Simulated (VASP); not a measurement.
# KSrCl3 (Pm-3m) in VASP: notebook, part 2 of 2

VASP 6.6.1. Earlier steps stand in the parts before.

**4. Single point, PBE (volume changed by +6%)**

The input, INCAR:

```
SYSTEM = KSrCl3
  PREC = Accurate
  ENCUT = 520
  EDIFF = 1E-6
  ISMEAR = 0
  SIGMA = 0.01
  LREAL = .FALSE.
  LASPH = .TRUE.
  NELM = 100
  ALGO = Normal
  ISIF = 2
  LWAVE = .FALSE.
  LCHARG = .FALSE.
  GGA = PE
  NBANDS = 28
```

The input, KPOINTS:

```
regular mesh
0
G
  4 4 4
  0 0 0
```

The input, POSCAR:

```
KSrCl3
1.0
    5.7859956884      0.0000000000      0.0000000000
    0.0000000000      5.7859956884      0.0000000000
    0.0000000000      0.0000000000      5.7859956884
K Sr Cl
1 1 3
Direct
    0.0000000000      0.0000000000      0.0000000000
    0.5000000000      0.5000000000      0.5000000000
    0.5000000000      0.5000000000      0.0000000000
    0.5000000000      0.0000000000      0.5000000000
    0.0000000000      0.5000000000      0.5000000000
```

Potentials or basis: VASP PAW PBE potentials, release 64 (K_sv, Sr_sv, Cl).

The run is started by

```
$ cat potpaw_PBE.64/K_sv/POTCAR potpaw_PBE.64/Sr_sv/POTCAR potpaw_PBE.64/Cl/POTCAR > POTCAR
$ mpirun -np 1 vasp_std > vasp.out
```

OUTCAR:

```text
SYSTEM = KSrCl3
   PREC = Accurate
   ENCUT = 520
   EDIFF = 1E-6
   ISMEAR = 0
   LREAL = .FALSE.
   LASPH = .TRUE.
   NELM = 100
   ISIF = 2
   GGA = PE

 ion  position               nearest neighbor table
   1  0.000  0.000  0.000-
   2  0.500  0.500  0.500-   3 2.89   4 2.89   5 2.89   3 2.89   4 2.89   5 2.89
   3  0.500  0.500  0.000-   2 2.89   2 2.89
   4  0.500  0.000  0.500-   2 2.89   2 2.89
   5  0.000  0.500  0.500-   2 2.89   2 2.89

  LATTYP: Found a simple cubic cell.
 ALAT       =     5.7859956884

  Lattice vectors:

 A1 = (   5.7859956884,   0.0000000000,   0.0000000000)
 A2 = (   0.0000000000,   5.7859956884,   0.0000000000)
 A3 = (   0.0000000000,   0.0000000000,   5.7859956884)

Analysis of symmetry for initial positions (statically):
=====================================================================
 Subroutine PRICEL returns:
 Original cell was already a primitive cell.

 Routine SETGRP: Setting up the symmetry group for a
 simple cubic supercell.
[... 156 lines left out ...]

  energy without entropy =      -19.14789712  energy(sigma->0) =      -19.14789712

 E-fermi :  -1.8994     XC(G=0):  -6.8374

 val. band max:       -1.9796956976   @ k =   0.5000   0.5000   0.5000
 cond. band min:       2.3494280145   @ k =   0.0000   0.0000   0.0000
 fundamental gap:      4.3291237121
 Fermi energy:        -1.8994127527

 k-point     1 :       0.0000    0.0000    0.0000
  band No.  band energies     occupation
      1     -34.4447      2.00000
      2     -30.8464      2.00000
      3     -16.5126      2.00000
      4     -16.5126      2.00000
      5     -16.5126      2.00000
      6     -14.4342      2.00000
[... 299 lines left out ...]
     27       6.0675      0.00000
     28       7.1069      0.00000

------------------------ aborting loop because EDIFF is reached ----------------------------------------

  FORCE on cell =-STRESS in cart. coord.  units (eV):
  Direction    XX          YY          ZZ          XY          YZ          ZX
  --------------------------------------------------------------------------------------
  -------------------------------------------------------------------------------------
  Total       -1.1985194     -1.1985194     -1.1985194     -0.0000000     -0.0000000      0.0000000
  in kB       -9.9133705     -9.9133705     -9.9133705     -0.0000000     -0.0000000      0.0000000
  external PRESSURE =      -9.9133705 kB  Pullay stress =       0.0000000 kB

 VOLUME and BASIS-vectors are now :
 -----------------------------------------------------------------------------
  energy-cutoff  :      520.00
  volume of cell :      193.70
      direct lattice vectors                 reciprocal lattice vectors
     5.785995688  0.000000000  0.000000000     0.172831100  0.000000000  0.000000000
     0.000000000  5.785995688  0.000000000     0.000000000  0.172831100  0.000000000
     0.000000000  0.000000000  5.785995688     0.000000000  0.000000000  0.172831100

 POSITION                                       TOTAL-FORCE (eV/Angst)
 -----------------------------------------------------------------------------------
      0.00000      0.00000      0.00000         0.000000      0.000000      0.000000
      2.89300      2.89300      2.89300         0.000000      0.000000      0.000000
      2.89300      2.89300      0.00000         0.000000      0.000000      0.000000
      2.89300      0.00000      2.89300         0.000000      0.000000      0.000000
      0.00000      2.89300      2.89300         0.000000      0.000000      0.000000
 -----------------------------------------------------------------------------------
    total drift:                                0.000000     -0.000000     -0.000000

  FREE ENERGIE OF THE ION-ELECTRON SYSTEM (eV)
  ---------------------------------------------------
  free  energy   TOTEN  =       -19.1478971249 eV

  energy  without entropy=      -19.1478971249  energy(sigma->0) =      -19.14789712
```

OSZICAR:

```text
N       E                     dE             d eps       ncg     rms          rms(c)
DAV:   1     0.294023878285E+03    0.29402E+03   -0.17581E+04   560   0.122E+03
DAV:   2     0.736863570989E+01   -0.28666E+03   -0.27901E+03   732   0.279E+02
DAV:   3    -0.194681124601E+02   -0.26837E+02   -0.26763E+02   832   0.797E+01
DAV:   4    -0.200571472668E+02   -0.58903E+00   -0.58778E+00   884   0.117E+01
DAV:   5    -0.200793958455E+02   -0.22249E-01   -0.22246E-01   836   0.144E+00    0.152E+01
DAV:   6    -0.192733436089E+02    0.80605E+00   -0.16016E+00   664   0.483E+00    0.100E+01
DAV:   7    -0.191663876404E+02    0.10696E+00   -0.83154E-01   812   0.375E+00    0.259E+00
DAV:   8    -0.191502906772E+02    0.16097E-01   -0.10847E-01   756   0.150E+00    0.489E-01
DAV:   9    -0.191489446867E+02    0.13460E-02   -0.63304E-03   788   0.448E-01    0.197E-01
DAV:  10    -0.191477141956E+02    0.12305E-02   -0.63020E-03   744   0.572E-01    0.120E-01
DAV:  11    -0.191478606583E+02   -0.14646E-03   -0.13692E-03   868   0.169E-01    0.568E-02
DAV:  12    -0.191478854511E+02   -0.24793E-04   -0.36618E-05   732   0.357E-02    0.276E-02
DAV:  13    -0.191478963965E+02   -0.10945E-04   -0.15690E-05   692   0.227E-02    0.609E-03
DAV:  14    -0.191478971249E+02   -0.72843E-06   -0.12421E-06   632   0.660E-03
   1 F= -.19147897E+02 E0= -.19147897E+02  d E =-.273101E-31
```

It took 82 s on 1 thread of Intel Xeon Platinum 8375C at 2.90GHz (Ice Lake), shared host; peak memory 0.34 GiB.

What came out:

| Property | Result |
| --- | --- |
| Free energy | -19.1479 eV |
| Pressure | -1.0 GPa |
| Band gap on the k mesh | 4.33 eV, indirect (least direct gap 4.55 eV) |

Levels at points of the mesh, in eV from the valence-band top:
| k point | band 16 | band 17 | band 18 | band 19 | band 20 | band 21 | band 22 | band 23 | band 24 | band 25 |
| --- | --- | --- | --- | --- | --- | --- | --- | --- | --- | --- |
| (0.00, 0.00, 0.00) | -0.35 | -0.35 | -0.23 | -0.23 | -0.23 | 4.33 | 6.08 | 6.08 | 6.08 | 6.95 |
| (0.50, 0.00, 0.00) | -0.58 | -0.58 | -0.43 | -0.27 | -0.27 | 5.81 | 6.12 | 6.28 | 7.05 | 7.05 |
| (0.50, 0.50, 0.00) | -0.58 | -0.58 | -0.55 | -0.55 | -0.01 | 6.46 | 7.14 | 7.14 | 7.26 | 7.31 |
| (0.50, 0.50, 0.50) | -1.14 | -1.14 | 0.00 | 0.00 | 0.00 | 5.93 | 7.17 | 7.17 | 7.17 | 8.05 |

 A k mesh can miss the band edges.

**5. Overview**

| cell | gap on the mesh (eV) | pressure (GPa) |
| --- | --- | --- |
| a = 5.675 Å, 5 atoms | 4.44 | 0.1 |
| a = 5.731 Å, 5 atoms | 4.39 | -0.5 |
| a = 5.786 Å, 5 atoms | 4.33 | -1.0 |

Alike in all rows: task single point; level PBE; potentials or basis VASP PAW PBE potentials, release 64 (K_sv, Sr_sv, Cl); no spin polarisation; k mesh 4 × 4 × 4; cutoff (eV) 520; smearing gaussian 0.01 eV.

Absolute energies hang on the potentials; compare differences alone.
